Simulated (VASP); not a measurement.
# BiSb (WC type) (P-6m2) in VASP: notebook

BiSb (WC type) is run at these levels: LDA; tasks: relaxation of cell and atoms.

Everything below comes from runs of VASP 6.6.1. Logs are shortened: lines on timing, memory, paths and dates and some standing lists are left out, and cuts for length are marked.

## Step 1: The cell of the first run

It takes space group P-6m2 (No. 187, hexagonal). The conventional cell has a = 3.141 Å, b = 3.141 Å, c = 4.999 Å, α = 90.00°, β = 90.00°, γ = 120.00°. Within 4.1 Å of Sb (site symmetry -6m2) lie 6 Bi at 3.09 Å and 6 Sb at 3.14 Å. Within 4.1 Å of Bi (site symmetry -6m2) lie 6 Sb at 3.09 Å and 6 Bi at 3.14 Å.

## Step 2: Relaxation of cell and atoms, LDA, target pressure 31 GPa, at which the enthalpy is minimised

File INCAR:

```
PREC     = Accurate       # precision mode
ENCUT    = 600            # plane-wave cutoff, eV
EDIFF    = 1E-6           # SCF threshold, eV
ISMEAR   = -1             # smearing method
SIGMA    = 0.1            # smearing width, eV
LREAL    = False          # projectors in reciprocal space
LASPH    = True           # aspherical terms in the spheres
NELM     = 60             # most SCF steps
ALGO     = Normal         # electronic algorithm
ISIF     = 3              # what is computed and relaxed
LWAVE    = False          # write WAVECAR
LCHARG   = False          # write CHGCAR
IBRION   = 2              # ionic algorithm
NSW      = 32             # ionic steps
EDIFFG   = -0.005         # ionic threshold
PSTRESS  = 310.0
```

File KPOINTS:

```
regular mesh
0
Gamma
  12 12 11
```

File POSCAR:

```
BiSb
1.0
    3.1406277947      0.0000000000      0.0000000000
   -1.5703138973      2.7198634540      0.0000000000
    0.0000000000      0.0000000000      4.9986588909
Sb Bi
1 1
Direct
    0.0000000000      0.0000000000      0.0000000000
    0.3333333333      0.6666666667      0.5000000000
```

Potentials or basis: VASP PAW LDA potentials, release 64 (Sb, Bi_d).

Run with:

```sh
> cat potpaw_LDA.64/Sb/POTCAR potpaw_LDA.64/Bi_d/POTCAR > POTCAR
> mpirun -np 1 vasp_std > vasp.out
```

OUTCAR:

```text
PREC = Accurate
   ENCUT = 600
   EDIFF = 1E-6
   ISMEAR = -1
   LREAL = False
   LASPH = True
   NELM = 60
   ISIF = 3
   IBRION = 2
   NSW = 32
   EDIFFG = -0.005
   PSTRESS = 310.0

 ion  position               nearest neighbor table
   1  0.000  0.000  0.000-   2 3.09   2 3.09   2 3.09   2 3.09   2 3.09   2 3.09
   2  0.333  0.667  0.500-   1 3.09   1 3.09   1 3.09   1 3.09   1 3.09   1 3.09

  LATTYP: Found a hexagonal cell.
 ALAT       =     3.1406277947
 C/A-ratio  =     1.5916113649

  Lattice vectors:

 A1 = (   3.1406277947,   0.0000000000,   0.0000000000)
 A2 = (  -1.5703138973,   2.7198634540,   0.0000000000)
 A3 = (   0.0000000000,   0.0000000000,   4.9986588909)

Analysis of symmetry for initial positions (statically):
=====================================================================
 Subroutine PRICEL returns:
 Original cell was already a primitive cell.

 Routine SETGRP: Setting up the symmetry group for a
 hexagonal supercell.

 Subroutine GETGRP returns: Found 12 space group operations
 (whereof 12 operations were pure point group operations)
 out of a pool of 24 trial point group operations.

The static configuration has the point symmetry D_3h.

Analysis of symmetry for dynamics (positions and initial velocities):
=====================================================================
 Subroutine PRICEL returns:
 Original cell was already a primitive cell.

 Routine SETGRP: Setting up the symmetry group for a
 hexagonal supercell.

 Subroutine GETGRP returns: Found 12 space group operations
 (whereof 12 operations were pure point group operations)
 out of a pool of 24 trial point group operations.

The dynamic configuration has the point symmetry D_3h.

 Subroutine INISYM returns: Found 12 space group operations
 (whereof 12 operations are pure point group operations),
 and found     1 'primitive' translations

----------------------------------------------------------------------------------------

                                     Primitive cell

  volume of cell :      42.6989

  direct lattice vectors                    reciprocal lattice vectors
     3.140627795  0.000000000  0.000000000     0.318407677  0.183832758  0.000000000
    -1.570313897  2.719863454  0.000000000     0.000000000  0.367665516  0.000000000
     0.000000000  0.000000000  4.998658891     0.000000000  0.000000000  0.200053659

  length of vectors
     3.140627795  3.140627795  4.998658891     0.367665516  0.367665516  0.200053659

  position of ions in fractional coordinates (direct lattice)
     0.000000000  0.000000000  0.000000000
     0.333333333  0.666666667  0.500000000

  ion indices of the primitive-cell ions
   primitive index   ion index
                 1           1
                 2           2

----------------------------------------------------------------------------------------

 KPOINTS: regular mesh

Automatic generation of k-mesh.
 Grid dimensions read from file:
 generate k-points for:   12   12   11

 Generating k-lattice:

  Cartesian coordinates                     Fractional coordinates (reciprocal lattice)
     0.026533973  0.015319396  0.000000000     0.083333333 -0.000000000  0.000000000
     0.000000000  0.030638793  0.000000000     0.000000000  0.083333333  0.000000000
     0.000000000  0.000000000  0.018186696     0.000000000  0.000000000  0.090909091

  Length of vectors
     0.030638793  0.030638793  0.018186696

  Shift w.r.t. Gamma in fractional coordinates (k-lattice)
     0.000000000  0.000000000  0.000000000

 Subroutine IBZKPT returns following result:
 ===========================================

 Found    114 irreducible k-points:

 Following reciprocal coordinates:
            Coordinates               Weight
  0.000000  0.000000  0.000000      1.000000
  0.083333  0.000000  0.000000      6.000000
  0.166667  0.000000  0.000000      6.000000
  0.250000  0.000000  0.000000      6.000000
  0.333333  0.000000  0.000000      6.000000
  0.416667  0.000000  0.000000      6.000000
[... 16 lines left out ...]
  0.250000  0.000000  0.090909     12.000000
  0.333333  0.000000  0.090909     12.000000
 [... further k-points ...]
   k-points           NKPTS =    114   k-points in BZ     NKDIM =    114   number of bands    NBANDS=     14
   number of dos      NEDOS =    301   number of ions     NIONS =      2
   total plane-waves  NPLWV =  31360
   dimension x,y,z NGX =    28 NGY =   28 NGZ =   40
   dimension x,y,z NGXF=    56 NGYF=   56 NGZF=   80
   ions per type =               1   1
   NGX,Y,Z   is equivalent  to a cutoff of  14.82, 14.82, 13.30 a.u.
   NGXF,Y,Z  is equivalent  to a cutoff of  29.64, 29.64, 26.61 a.u.
 SYSTEM =  unknown system
   PREC   = accura    normal or accurate (medium, high low for compatibility)
   ISTART =      0    job   : 0-new  1-cont  2-samecut
   ICHARG =      2    charge: 1-file 2-atom 10-const
   ISPIN  =      1    spin polarized calculation?
   LNONCOLLINEAR =      F non collinear calculations
   LSORBIT =      F    spin-orbit coupling
   LASPH  =      T    aspherical Exc in radial PAW
   ENCUT  =  600.0 eV  44.10 Ry    6.64 a.u.   6.27  6.27  9.98*2*pi/ulx,y,z
   NELM   =     60;   NELMIN=  2; NELMDL= -5     # of ELM steps
   EDIFF  = 0.1E-05   stopping-criterion for ELM
   LREAL  =      F    real-space projection
   EDIFFG = -.5E-02   stopping-criterion for IOM
   NSW    =     32    number of steps for IOM
   IBRION =      2    ionic relax: 0-MD 1-quasi-New 2-CG
   NFREE  =      1    steps in history (QN), initial steepest desc. (CG)
   ISIF   =      3    stress and relaxation
   ISYM   =      2    0-nonsym 1-usesym 2-fastsym
   POTIM  = 0.5000    time-step for ionic-motion
   TEBEG  =    0.0;   TEEND  =   0.0 temperature during run
   PSTRESS=  310.0 pullay stress
   NELECT =      20.0000    total number of electrons
   NUPDOWN=      -1.0000    fix difference up-down
   EMIN   =  10.00;   EMAX   =-10.00  energy-range for DOS
   EFERMI =   0.00;   METHOD = LEGACY
   ISMEAR =    -1;   SIGMA  =   0.10  broadening in eV -4-tet -1-fermi 0-gaus
   EFERMI_NEDOS =   21; number of points for ismear=-14 and -15
   IALGO  =     38    algorithm
   IMIX   =      4    mixing-type and parameters
     AMIX     =   0.40;   BMIX     =  1.00
     AMIX_MAG =   1.60;   BMIX_MAG =  1.00
  volume/ion in A,a.u.               =      21.35       144.07
  Fermi-wavevector in a.u.,A,eV,Ry     =   1.271391  2.402581 21.992935  1.616435
  Thomas-Fermi vector in A             =   2.404327
   LORBIT       =      0    0 simple, 1 ext, 2 COOP (PROOUT), +10 PAW based schemes
   GGA     = CA    functional components
   LHFCALC =     F    Hartree Fock is set to
   AEXX    =    0.0000 exact exchange contribution
   IVDW    =     0    specifies the selected vdW correction
   LEPSILON=     F    determine dielectric tensor
   LRPA    =     F    only Hartree local field effects (RPA)
 conjugate gradient relaxation of ions
 non-spin polarized calculation
  energy-cutoff  :      600.00
  volume of cell :       42.70
 maximum number of plane-waves:      1448
 NGX is ok and might be reduce to    28
   NGX = 13   NGY = 13   NGZ = 19

--------------------------------------- Ionic step        1  -------------------------------------------

 number of electron      20.0000001 magnetization

 Free energy of the ion-electron system (eV)
  ---------------------------------------------------
  ext. energy  EPLUGINS =         0.00000000
  ---------------------------------------------------
  free energy    TOTEN  =        -8.05569409 eV

  energy without entropy =       -8.02592688  energy(sigma->0) =       -8.04081049

------------------------ aborting loop because EDIFF is reached ----------------------------------------

  FORCE on cell =-STRESS in cart. coord.  units (eV):
  Direction    XX          YY          ZZ          XY          YZ          ZX
  --------------------------------------------------------------------------------------
  -------------------------------------------------------------------------------------
  Total        8.4075795      8.4075795      8.3846329      0.0000000      0.0000000      0.0000000
  in kB      315.4746699    315.4746698    314.6136523      0.0000000      0.0000000      0.0000000
  external PRESSURE =       5.1876640 kB  Pullay stress =     310.0000000 kB
[... 213 lines left out ...]
  enthalpy is  TOTEN    =         0.2057840158 eV   P V=        8.2833070587

--------------------------------------- Ionic step        7  -------------------------------------------

 number of electron      20.0000001 magnetization

 Free energy of the ion-electron system (eV)
  ---------------------------------------------------
  ext. energy  EPLUGINS =         0.00000000
  ---------------------------------------------------
  free energy    TOTEN  =        -8.08081647 eV

  energy without entropy =       -8.05097350  energy(sigma->0) =       -8.06589499

 E-fermi :  12.5929     XC(G=0): -11.9058

 val. band max:       12.5732171515   @ k =   0.4167   0.0833   0.0000
 cond. band min:      12.6151188432   @ k =   0.5000   0.0000   0.0000
 fundamental gap:      0.0419016917
 Fermi energy:        12.5928588458

 k-point     1 :       0.0000    0.0000    0.0000
  band No.  band energies     occupation
      1     -10.9776      2.00000
      2     -10.8960      2.00000
      3     -10.8960      2.00000
      4     -10.6683      2.00000
      5     -10.6683      2.00000
      6      -3.5335      2.00000
      7       2.3123      2.00000
      8       4.9630      2.00000
      9      17.0286      0.00000
     10      17.0286      0.00000
     11      19.4801      0.00000
     12      19.4801      0.00000
     13      20.4208      0.00000
     14      20.7690      0.00000
[... 375 lines left out ...]
 k-point    24 :       0.3333    0.0000    0.0909
  band No.  band energies     occupation
      1     -11.0240      2.00000
      2     -10.8398      2.00000
      3     -10.7234      2.00000
      4     -10.7059      2.00000
      5     -10.5996      2.00000
      6      -1.0585      2.00000
      7       3.7766      2.00000
      8       7.3525      2.00000
      9       8.4461      2.00000
     10      11.9646      1.99627
     11      13.3820      0.00075
     12      15.3868      0.00000
     13      17.8003      0.00000
     14      18.0635      0.00000

 [... further k-points ...]

------------------------ aborting loop because EDIFF is reached ----------------------------------------

  FORCE on cell =-STRESS in cart. coord.  units (eV):
  Direction    XX          YY          ZZ          XY          YZ          ZX
  --------------------------------------------------------------------------------------
  -------------------------------------------------------------------------------------
  Total        8.2848575      8.2848575      8.2766375      0.0000000      0.0000000      0.0000000
  in kB      309.9348203    309.9348203    309.6273106      0.0000000      0.0000000      0.0000000
  external PRESSURE =      -0.1676830 kB  Pullay stress =     310.0000000 kB
[... 17 lines left out ...]
  FREE ENERGIE OF THE ION-ELECTRON SYSTEM (eV)
  ---------------------------------------------------
  free  energy   TOTEN  =        -8.0808164737 eV

  energy  without entropy=       -8.0509735019  energy(sigma->0) =       -8.06589499

  enthalpy is  TOTEN    =         0.2057833689 eV   P V=        8.2865998426

 reached required accuracy - stopping structural energy minimisation
```

It took 6.5 min on 1 thread of Intel Xeon 8259CL, shared host; peak memory 0.24 GiB.

What came out:

```yaml
Free_energy: -8.0808 eV
Relaxed_volume: 21.41 Å³/atom
Relaxed_cell: a = 3.144 Å, b = 3.144 Å, c = 5.002 Å, α = 90.00°, β = 90.00°, γ = 120.00°
Space_group_after_relaxing_to_0.1_Å: P-6m2 (No. 187)
Energy_change_on_relaxing_the_run_minimises_the_enthalpy: -12.6 meV/atom
Ionic_steps: 7
Pressure_after_relaxing: 31.0 GPa
Band_gap_on_the_k_mesh: zero (bands 10 and 11 overlap by 9.23 eV)
```

Step by step:
| step | energy change (eV) | largest force (eV/Å) | pressure (GPa) | volume (Å³) |
| --- | --- | --- | --- | --- |
| 1 | 0.0000 | 0.0000 | 31.52 | 42.70 |
| 2 | -0.0818 | 0.0000 | 29.61 | 43.13 |
| 3 | -0.0230 | 0.0000 | 31.00 | 42.82 |
| 4 | -0.0226 | 0.0000 | 30.99 | 42.81 |
| 5 | -0.0113 | 0.0000 | 31.17 | 42.76 |
| 6 | -0.0218 | 0.0000 | 31.11 | 42.81 |
| 7 | -0.0251 | 0.0000 | 30.98 | 42.83 |

Final structure:
```
Sb Bi
1.0
     3.14420    0.00000    0.00000
    -1.57210    2.72296    0.00000
     0.00000    0.00000    5.00236
Sb Bi
1 1
Direct
  0.00000 0.00000 0.00000
  0.33333 0.66667 0.50000
```

Caveat: the cell is relaxed towards a set pressure, so the run minimises the enthalpy, not the energy; spin-orbit coupling is left out, which moves the levels of the heavy elements.

## Step 3: Relaxation of cell and atoms, LDA, target pressure 31 GPa, at which the enthalpy is minimised

This run uses another cell than the first one, of 23.20 Å³/atom.

File INCAR:

```
PREC     = Accurate       # precision mode
ENCUT    = 600            # plane-wave cutoff, eV
EDIFF    = 1E-7           # SCF threshold, eV
ISMEAR   = -1             # smearing method
SIGMA    = 0.1            # smearing width, eV
LREAL    = F              # projectors in reciprocal space
LASPH    = T              # aspherical terms in the spheres
NELM     = 80             # most SCF steps
ALGO     = Normal         # electronic algorithm
ISIF     = 3              # what is computed and relaxed
LWAVE    = F              # write WAVECAR
LCHARG   = F              # write CHGCAR
GGA      = CA             # functional
IBRION   = 2              # ionic algorithm
NSW      = 60             # ionic steps
EDIFFG   = -0.005         # ionic threshold
PSTRESS  = 310.0
```

File KPOINTS:

```
Automatic mesh
0
Gamma
  12 12 11
```

File POSCAR:

```
BiSb
1.0
    3.7956215389      0.0000000000      0.0000000000
   -1.8978107694      3.2871046759      0.0000000000
    0.0000000000      0.0000000000      3.7197091081
Sb Bi
1 1
Direct
    0.0000000000      0.0000000000      0.0000000000
    0.3333333333      0.6666666667      0.5000000000
```

Potentials or basis: VASP PAW LDA potentials, release 64 (Sb, Bi_d).

Run with:

```sh
> cat potpaw_LDA.64/Sb/POTCAR potpaw_LDA.64/Bi_d/POTCAR > POTCAR
> mpirun -np 1 vasp_std > vasp.out
```

It took 24 min on 1 thread of Intel Xeon 8259CL, shared host; peak memory 0.25 GiB.

Results (log left out):

```
Free energy                                                : -8.0736 eV
Relaxed volume                                             : 21.40 Å³/atom
Relaxed cell                                               : a = 3.145 Å, b = 3.145 Å, c = 4.998 Å, α = 90.00°, β = 90.00°, γ = 120.00°
Space group after relaxing (to 0.1 Å)                      : P-6m2 (No. 187)
Energy change on relaxing (the run minimises the enthalpy) : -7.7 meV/atom
Ionic steps                                                : 16
Pressure after relaxing                                    : 31.0 GPa
Band gap on the k mesh                                     : zero (bands 10 and 11 overlap by 9.22 eV)
```

The path:
```
step  energy change (eV)  largest force (eV/Å)  pressure (GPa)  volume (Å³)
   1              0.0000                0.0000           30.87        46.41
   2             -0.1122                0.0000           28.51        46.17
   3             -0.1432                0.0000           26.64        45.42
   4              0.0246                0.0000           31.66        42.72
   5              8.2091                0.0000          159.99        33.65
   6              0.0593                0.0000           32.63        42.48
   7              0.1819                0.0000           35.53        41.87
   8              0.1244                0.0000           34.25        42.12
   9             -0.6398                0.0000           14.95        47.40
  10             -0.0201                0.0000           30.89        42.83
  11             -0.0105                0.0000           31.10        42.78
  12             -0.0080                0.0000           31.15        42.77
  13             -0.0191                0.0000           30.92        42.83
  14             -0.0130                0.0000           31.06        42.79
  15             -0.0261                0.0000           30.76        42.86
  16             -0.0154                0.0000           31.00        42.81
```

Final structure:
```
Sb Bi
1.0
     3.14478    0.00000    0.00000
    -1.57239    2.72346    0.00000
     0.00000    0.00000    4.99802
Sb Bi
1 1
Direct
  0.00000 0.00000 0.00000
  0.33333 0.66667 0.50000
```

Levels at points of the mesh, in eV from the Fermi level:
```
           k point  band 6  band 7  band 8  band 9  band 10  band 11  band 12  band 13  band 14
(0.00, 0.00, 0.00)  -16.13  -10.27   -7.63    4.42     4.42     6.88     6.88     7.82     8.21
(0.50, 0.00, 0.00)  -11.54   -9.54   -4.97   -3.68    -3.09    -0.34     0.01     4.67     4.96
```

Caveat: the cell is relaxed towards a set pressure, so the run minimises the enthalpy, not the energy; a cell axis changed by over 15 % at a fixed basis, so the end point is rough; spin-orbit coupling is left out, which moves the levels of the heavy elements.

The gap in the log of VASP goes by the Fermi energy; the results here count the filled bands.